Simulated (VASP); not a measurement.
# HfZrSe4 (P4/mmm) in VASP: further runs

HfZrSe4 is run at these levels: PBE; tasks: single point.

All numbers are computed with VASP 6.6.1; they aren't measurements. Logs are shortened: lines on timing, memory, paths and dates and some standing lists are left out, and cuts for length are marked.

**1. The cell of the first run**

Symmetry: P4/mmm, No. 123, tetragonal system. The conventional cell has a = 4.406 Å, b = 4.406 Å, c = 6.379 Å, α = 90.00°, β = 90.00°, γ = 90.00°. Zr (site symmetry 4/mmm) has 8 Se at 2.65 Å within 3.5 Å. Hf (site symmetry 4/mmm) has 8 Se at 2.79 Å within 3.7 Å. Se (site symmetry 2mm) has 2 Zr at 2.65 Å and 2 Hf at 2.79 Å and 6 Se at 2.95 to 3.43 Å within 3.5 Å.

**2. Single point, PBE**

The input, INCAR:

```
  PREC = Accurate
  ENCUT = 520
  EDIFF = 1E-7
  ISMEAR = 0
  SIGMA = 0.1
  LREAL = F
  LASPH = T
  NELM = 80
  ALGO = Normal
  ISIF = 2
  LWAVE = F
  LCHARG = F
  GGA = PE
  NBANDS = 32
```

The input, KPOINTS:

```
regular mesh
0
Gamma
  4 4 4
```

The input, POSCAR:

```
HfZrSe4
1.0
    4.4060705700      0.0000000000      0.0000000000
    0.0000000000      4.4060705700      0.0000000000
    0.0000000000      0.0000000000      6.3785925700
Zr Hf Se
1 1 4
Direct
    0.5000000000      0.5000000000      0.5000000000
    0.0000000000      0.0000000000      0.0000000000
    0.5000000000      0.0000000000      0.7312811000
    0.0000000000      0.5000000000      0.2687189000
    0.5000000000      0.0000000000      0.2687189000
    0.0000000000      0.5000000000      0.7312811000
```

Potentials or basis: VASP PAW PBE potentials, release 64 (Zr_sv, Hf_pv, Se).

Started as:

```
$ cat potpaw_PBE.64/Zr_sv/POTCAR potpaw_PBE.64/Hf_pv/POTCAR potpaw_PBE.64/Se/POTCAR > POTCAR
$ mpirun -np 1 vasp_std > vasp.out
```

OUTCAR:

```text
PREC = Accurate
   ENCUT = 520
   EDIFF = 1E-7
   ISMEAR = 0
   LREAL = F
   LASPH = T
   NELM = 80
   ISIF = 2
   GGA = PE

 ion  position               nearest neighbor table
   1  0.500  0.500  0.500-   3 2.65   4 2.65   5 2.65   6 2.65   3 2.65   5 2.65   4 2.65   6 2.65

   2  0.000  0.000  0.000-   3 2.79   4 2.79   5 2.79   6 2.79   4 2.79   6 2.79   3 2.79   5 2.79

   3  0.500  0.000  0.731-   1 2.65   1 2.65   2 2.79   2 2.79
   4  0.000  0.500  0.269-   1 2.65   1 2.65   2 2.79   2 2.79
   5  0.500  0.000  0.269-   1 2.65   1 2.65   2 2.79   2 2.79
   6  0.000  0.500  0.731-   1 2.65   1 2.65   2 2.79   2 2.79

  LATTYP: Found a simple tetragonal cell.
 ALAT       =     4.4060705700
 C/A-ratio  =     1.4476827978

  Lattice vectors:

 A1 = (   4.4060705700,   0.0000000000,   0.0000000000)
 A2 = (   0.0000000000,   4.4060705700,   0.0000000000)
 A3 = (   0.0000000000,   0.0000000000,   6.3785925700)

Analysis of symmetry for initial positions (statically):
=====================================================================
 Subroutine PRICEL returns:
 Original cell was already a primitive cell.

 Routine SETGRP: Setting up the symmetry group for a
 simple tetragonal supercell.

 Subroutine GETGRP returns: Found 16 space group operations
 (whereof 16 operations were pure point group operations)
 out of a pool of 16 trial point group operations.

The static configuration has the point symmetry D_4h.

Analysis of symmetry for dynamics (positions and initial velocities):
=====================================================================
 Subroutine PRICEL returns:
 Original cell was already a primitive cell.

 Routine SETGRP: Setting up the symmetry group for a
 simple tetragonal supercell.

 Subroutine GETGRP returns: Found 16 space group operations
 (whereof 16 operations were pure point group operations)
 out of a pool of 16 trial point group operations.

The dynamic configuration has the point symmetry D_4h.

 Subroutine INISYM returns: Found 16 space group operations
 (whereof 16 operations are pure point group operations),
 and found     1 'primitive' translations

----------------------------------------------------------------------------------------

                                     Primitive cell

  volume of cell :     123.8305

  direct lattice vectors                    reciprocal lattice vectors
     4.406070570  0.000000000  0.000000000     0.226959597  0.000000000  0.000000000
     0.000000000  4.406070570  0.000000000     0.000000000  0.226959597  0.000000000
     0.000000000  0.000000000  6.378592570     0.000000000  0.000000000  0.156774396

  length of vectors
     4.406070570  4.406070570  6.378592570     0.226959597  0.226959597  0.156774396

  position of ions in fractional coordinates (direct lattice)
     0.500000000  0.500000000  0.500000000
     0.000000000  0.000000000  0.000000000
     0.500000000  0.000000000  0.731281100
     0.000000000  0.500000000  0.268718900
     0.500000000  0.000000000  0.268718900
     0.000000000  0.500000000  0.731281100

  ion indices of the primitive-cell ions
   primitive index   ion index
                 1           1
                 2           2
                 3           3
                 4           4
                 5           5
                 6           6

----------------------------------------------------------------------------------------

 KPOINTS: regular mesh

Automatic generation of k-mesh.
 Grid dimensions read from file:
 generate k-points for:    4    4    4

 Generating k-lattice:

  Cartesian coordinates                     Fractional coordinates (reciprocal lattice)
     0.056739899  0.000000000  0.000000000     0.250000000  0.000000000  0.000000000
     0.000000000  0.056739899  0.000000000     0.000000000  0.250000000  0.000000000
     0.000000000  0.000000000  0.039193599     0.000000000  0.000000000  0.250000000

  Length of vectors
     0.056739899  0.056739899  0.039193599

  Shift w.r.t. Gamma in fractional coordinates (k-lattice)
     0.000000000  0.000000000  0.000000000

 Subroutine IBZKPT returns following result:
 ===========================================

 Found     18 irreducible k-points:

 Following reciprocal coordinates:
            Coordinates               Weight
  0.000000  0.000000  0.000000      1.000000
  0.250000  0.000000  0.000000      4.000000
  0.500000  0.000000  0.000000      2.000000
  0.250000  0.250000  0.000000      4.000000
  0.500000  0.250000  0.000000      4.000000
  0.500000  0.500000  0.000000      1.000000
[... 10 lines left out ...]
  0.500000  0.250000  0.500000      4.000000
  0.500000  0.500000  0.500000      1.000000
   k-points           NKPTS =     18   k-points in BZ     NKDIM =     18   number of bands    NBANDS=     32
   number of dos      NEDOS =    301   number of ions     NIONS =      6
   total plane-waves  NPLWV =  62208
   dimension x,y,z NGX =    36 NGY =   36 NGZ =   48
   dimension x,y,z NGXF=    72 NGYF=   72 NGZF=   96
   ions per type =               1   1   4
   NGX,Y,Z   is equivalent  to a cutoff of  13.58, 13.58, 12.51 a.u.
   NGXF,Y,Z  is equivalent  to a cutoff of  27.17, 27.17, 25.02 a.u.
 SYSTEM =  unknown system
   PREC   = accura    normal or accurate (medium, high low for compatibility)
   ISTART =      0    job   : 0-new  1-cont  2-samecut
   ICHARG =      2    charge: 1-file 2-atom 10-const
   ISPIN  =      1    spin polarized calculation?
   LNONCOLLINEAR =      F non collinear calculations
   LSORBIT =      F    spin-orbit coupling
   LASPH  =      T    aspherical Exc in radial PAW
   ENCUT  =  520.0 eV  38.22 Ry    6.18 a.u.   8.19  8.19 11.86*2*pi/ulx,y,z
   NELM   =     80;   NELMIN=  2; NELMDL= -5     # of ELM steps
   EDIFF  = 0.1E-06   stopping-criterion for ELM
   LREAL  =      F    real-space projection
   EDIFFG = 0.1E-05   stopping-criterion for IOM
   NSW    =      0    number of steps for IOM
   IBRION =     -1    ionic relax: 0-MD 1-quasi-New 2-CG
   NFREE  =      0    steps in history (QN), initial steepest desc. (CG)
   ISIF   =      2    stress and relaxation
   ISYM   =      2    0-nonsym 1-usesym 2-fastsym
   POTIM  = 0.5000    time-step for ionic-motion
   TEBEG  =    0.0;   TEEND  =   0.0 temperature during run
   PSTRESS=    0.0 pullay stress
   NELECT =      46.0000    total number of electrons
   NUPDOWN=      -1.0000    fix difference up-down
   EMIN   =  10.00;   EMAX   =-10.00  energy-range for DOS
   EFERMI =   0.00;   METHOD = LEGACY
   ISMEAR =     0;   SIGMA  =   0.10  broadening in eV -4-tet -1-fermi 0-gaus
   EFERMI_NEDOS =   21; number of points for ismear=-14 and -15
   IALGO  =     38    algorithm
   IMIX   =      4    mixing-type and parameters
     AMIX     =   0.40;   BMIX     =  1.00
     AMIX_MAG =   1.60;   BMIX_MAG =  1.00
  volume/ion in A,a.u.               =      20.64       139.27
  Fermi-wavevector in a.u.,A,eV,Ry     =   1.176842  2.223909 18.843488  1.384957
  Thomas-Fermi vector in A             =   2.313199
   LORBIT       =      0    0 simple, 1 ext, 2 COOP (PROOUT), +10 PAW based schemes
   GGA     = PE    functional components
   LHFCALC =     F    Hartree Fock is set to
   AEXX    =    0.0000 exact exchange contribution
   IVDW    =     0    specifies the selected vdW correction
   LEPSILON=     F    determine dielectric tensor
   LRPA    =     F    only Hartree local field effects (RPA)
 non-spin polarized calculation
 Gauss-broadening in eV      SIGMA  =   0.10
  energy-cutoff  :      520.00
  volume of cell :      123.83
 maximum number of plane-waves:      3368
 NGX is ok and might be reduce to    36
   NGX = 17   NGY = 17   NGZ = 23

 number of electron      46.0000004 magnetization

 Free energy of the ion-electron system (eV)
  ---------------------------------------------------
  ext. energy  EPLUGINS =         0.00000000
  ---------------------------------------------------
  free energy    TOTEN  =       -37.07699889 eV

  energy without entropy =      -37.06887290  energy(sigma->0) =      -37.07293590

 E-fermi :   6.9232     XC(G=0): -10.5512

 val. band max:        6.8723001877   @ k =   0.5000   0.5000   0.2500
 cond. band min:       6.9705302498   @ k =   0.0000   0.0000   0.5000
 fundamental gap:      0.0982300621
 Fermi energy:         6.9232229544

 k-point     1 :       0.0000    0.0000    0.0000
  band No.  band energies     occupation
      1     -42.8024      2.00000
      2     -25.2874      2.00000
      3     -25.2874      2.00000
      4     -25.2734      2.00000
      5     -20.9804      2.00000
      6     -20.9331      2.00000
[... 24 lines left out ...]
     31      11.0108      0.00000
     32      11.2028      0.00000

 k-point     2 :       0.2500    0.0000    0.0000
  band No.  band energies     occupation
      1     -42.8017      2.00000
      2     -25.2968      2.00000
      3     -25.2869      2.00000
      4     -25.2716      2.00000
      5     -20.9748      2.00000
      6     -20.9645      2.00000
[... 24 lines left out ...]
     31      10.4252      0.00000
     32      10.6544      0.00000

 k-point     3 :       0.5000    0.0000    0.0000
  band No.  band energies     occupation
      1     -42.8011      2.00000
      2     -25.3061      2.00000
      3     -25.2865      2.00000
      4     -25.2697      2.00000
      5     -20.9954      2.00000
      6     -20.9693      2.00000
[... 24 lines left out ...]
     31      10.4891      0.00000
     32      10.8672      0.00000

 k-point     4 :       0.2500    0.2500    0.0000
  band No.  band energies     occupation
      1     -42.8011      2.00000
      2     -25.2963      2.00000
      3     -25.2962      2.00000
      4     -25.2698      2.00000
      5     -20.9692      2.00000
      6     -20.9633      2.00000
[... 444 lines left out ...]
     31      10.3359      0.00000
     32      11.1617      0.00000

 k-point    17 :       0.5000    0.2500    0.5000
  band No.  band energies     occupation
      1     -42.8004      2.00000
      2     -25.3056      2.00000
      3     -25.2958      2.00000
      4     -25.2680      2.00000
      5     -20.9936      2.00000
      6     -20.9637      2.00000
[... 24 lines left out ...]
     31      10.9615      0.00000
     32      11.1073      0.00000

 k-point    18 :       0.5000    0.5000    0.5000
  band No.  band energies     occupation
      1     -42.7998      2.00000
      2     -25.3050      2.00000
      3     -25.3050      2.00000
      4     -25.2662      2.00000
      5     -20.9922      2.00000
      6     -20.9922      2.00000
[... 24 lines left out ...]
     31       9.6856      0.00000
     32      11.0887      0.00000

------------------------ aborting loop because EDIFF is reached ----------------------------------------

  FORCE on cell =-STRESS in cart. coord.  units (eV):
  Direction    XX          YY          ZZ          XY          YZ          ZX
  --------------------------------------------------------------------------------------
  -------------------------------------------------------------------------------------
  Total       13.7032209     13.7032209     11.4145289      0.0000000      0.0000000     -0.0000000
  in kB      177.2986718    177.2986718    147.6865059      0.0000000      0.0000000     -0.0000000
  external PRESSURE =     167.4279498 kB  Pullay stress =       0.0000000 kB

 VOLUME and BASIS-vectors are now :
 -----------------------------------------------------------------------------
  energy-cutoff  :      520.00
  volume of cell :      123.83
      direct lattice vectors                 reciprocal lattice vectors
     4.406070570  0.000000000  0.000000000     0.226959597  0.000000000  0.000000000
     0.000000000  4.406070570  0.000000000     0.000000000  0.226959597  0.000000000
     0.000000000  0.000000000  6.378592570     0.000000000  0.000000000  0.156774396

 POSITION                                       TOTAL-FORCE (eV/Angst)
 -----------------------------------------------------------------------------------
      2.20304      2.20304      3.18930        -0.000000     -0.000000      0.000000
      0.00000      0.00000      0.00000        -0.000000     -0.000000      0.000000
      2.20304      0.00000      4.66454         0.000000      0.000000      1.999471
      0.00000      2.20304      1.71405        -0.000000     -0.000000     -1.999471
      2.20304      0.00000      1.71405        -0.000000      0.000000     -1.999471
      0.00000      2.20304      4.66454         0.000000     -0.000000      1.999471
 -----------------------------------------------------------------------------------
    total drift:                                0.000000      0.000000      0.000000

  FREE ENERGIE OF THE ION-ELECTRON SYSTEM (eV)
  ---------------------------------------------------
  free  energy   TOTEN  =       -37.0769988930 eV

  energy  without entropy=      -37.0688728979  energy(sigma->0) =      -37.07293590
```

Wall time 81 s (1 thread of Intel Xeon Platinum 8259CL at 2.50GHz (Skylake/Cascade Lake), shared host); peak memory 0.27 GiB.

Results:

| Quantity | Value |
| --- | --- |
| Free energy | -37.0770 eV |
| Pressure | 16.7 GPa |
| Largest force | 1.999 eV/Å |
| Band gap on the k mesh | zero (band 23 reaches 7.32 eV, above the bottom of band 24 at 6.61 eV) |

Forces in eV/Å, atoms in the order of the input:
```
Zr   0.000  0.000  0.000
Hf   0.000  0.000  0.000
Se   0.000  0.000  1.999
Se   0.000  0.000 -1.999
Se   0.000  0.000 -1.999
Se   0.000  0.000  1.999
```

Levels at points of the mesh, in eV from the Fermi level:
| k point | band 20 | band 21 | band 22 | band 23 | band 24 | band 25 | band 26 | band 27 |
| --- | --- | --- | --- | --- | --- | --- | --- | --- |
| (0.00, 0.00, 0.00) | -0.99 | -0.70 | -0.70 | -0.54 | -0.31 | -0.23 | 0.62 | 1.06 |
| (0.50, 0.00, 0.00) | -2.64 | -2.61 | -1.42 | -1.32 | 0.14 | 0.62 | 1.27 | 1.37 |
| (0.50, 0.50, 0.00) | -2.26 | -1.46 | -0.74 | -0.49 | 0.68 | 0.92 | 0.97 | 1.12 |
| (0.00, 0.00, 0.50) | -1.06 | -1.06 | -1.03 | -1.03 | 0.05 | 0.17 | 0.52 | 0.62 |
| (0.50, 0.00, 0.50) | -3.22 | -3.17 | -3.02 | -2.60 | 0.19 | 0.24 | 0.47 | 0.60 |
| (0.50, 0.50, 0.50) | -2.50 | -1.28 | 0.37 | 0.40 | 0.46 | 0.84 | 0.97 | 1.00 |

Caveat: spin-orbit coupling is left out, which moves the levels of the heavy elements; forces of over 1 eV/Å act on the atoms, so gaps and moduli don't describe the material at rest.

**3. Single point, PBE**

This run uses another cell than the first one, of 23.71 Å³/atom, 1.149 times its volume.

The input, INCAR:

```
SYSTEM = HfZrSe4
PREC = Accurate
ENCUT = 520
EDIFF = 1E-7
ISMEAR = 0
SIGMA = 0.1
LREAL = .False.
LASPH = .True.
NELM = 80
ALGO = Normal
ISIF = 2
LWAVE = .False.
LCHARG = .True.
GGA = PE
LELF = .True.
LVHAR = .True.
NBANDS = 32
```

The input, KPOINTS:

```
regular mesh
0
Gamma
  4 4 4
  0 0 0
```

The input, POSCAR:

```
HfZrSe4
1.0
    4.6371205690      0.0000000000      0.0000000000
    0.0000000000      4.6371205690      0.0000000000
    0.0000000000      0.0000000000      6.6149853065
Zr Hf Se
1 1 4
Direct
    0.5000000000      0.5000000000      0.5000000000
    0.0000000000      0.0000000000      0.0000000000
    0.5000000000      0.0000000000      0.7519695122
    0.0000000000      0.5000000000      0.2480304878
    0.5000000000      0.0000000000      0.2480304878
    0.0000000000      0.5000000000      0.7519695122
```

Potentials or basis: VASP PAW PBE potentials, release 64 (Zr_sv, Hf_pv, Se).

Started as:

```
$ cat potpaw_PBE.64/Zr_sv/POTCAR potpaw_PBE.64/Hf_pv/POTCAR potpaw_PBE.64/Se/POTCAR > POTCAR
$ mpirun -np 1 vasp_std > vasp.out
```

Wall time 97 s (1 thread of Intel Xeon Platinum 8259CL at 2.50GHz (Skylake/Cascade Lake), shared host); peak memory 0.28 GiB.

Results (log left out):

```yaml
Free_energy: -38.3949 eV
Pressure: -0.3 GPa
Largest_force: 0.026 eV/Å
Band_gap_on_the_k_mesh: zero (band 23 reaches 5.76 eV, above the bottom of band 24 at 5.32 eV)
```

Forces on the atoms (eV/Å):
```
Zr   0.000  0.000  0.000
Hf   0.000  0.000  0.000
Se   0.000  0.000  0.026
Se   0.000  0.000 -0.026
Se   0.000  0.000 -0.026
Se   0.000  0.000  0.026
```

Levels at points of the mesh, in eV from the Fermi level:
```
           k point  band 20  band 21  band 22  band 23  band 24  band 25  band 26  band 27
(0.00, 0.00, 0.00)    -1.02    -0.88    -0.88    -0.46    -0.08    -0.08     0.28     0.85
(0.50, 0.00, 0.00)    -2.62    -2.54    -1.42    -1.31     0.19     0.46     0.85     1.25
(0.50, 0.50, 0.00)    -1.94    -1.94    -0.66    -0.11     0.37     0.37     0.73     0.93
(0.00, 0.00, 0.50)    -1.28    -1.28    -1.15    -1.15     0.18     0.20     0.26     0.47
(0.50, 0.00, 0.50)    -2.99    -2.93    -2.88    -2.83     0.23     0.27     0.39     0.46
(0.50, 0.50, 0.50)    -1.86    -1.85     0.07     0.09     0.46     0.57     0.70     1.07
```

Caveat: spin-orbit coupling is left out, which moves the levels of the heavy elements.
